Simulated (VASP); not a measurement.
KF, 2 atoms in the cell. The typed cell holds 2 atoms: a = 4.167 Å, b = 4.167 Å, c = 4.167 Å, α = 59.99°, β = 59.99°, γ = 59.99°. 

| Quantity | Value |
| --- | --- |
| Program | VASP 6.6.1 |
| Task | single point |
| Functional | PBE |
| Potentials or basis | VASP PAW PBE potentials, release 64 (K_sv, F) |
| Cutoff | 520 eV |
| k mesh | 8 × 8 × 8 |
| Occupations | gaussian, width 0.02 eV |
| Spin | no spin polarisation |
| Dipole correction | no |
| Further INCAR settings | ALGO = Normal; EDIFF = 1e-06; NBANDS = 15 |

Potentials or basis: VASP PAW PBE potentials, release 64 (K_sv, F).

Command:

```sh
$ cat potpaw_PBE.64/K_sv/POTCAR potpaw_PBE.64/F/POTCAR > POTCAR
$ mpirun -np 1 vasp_std > vasp.out
```

Hardware: 1 thread of AMD EPYC 9R45 96-Core Processor (Zen 5) (shared host).

Problem. Estimate the wall time of this run.

Solution. Run time: 23 s on 1 thread of AMD EPYC 9R45 96-Core Processor (Zen 5) (shared host), peak memory 0.16 GiB. Counts: scf iterations 14, k points 65.
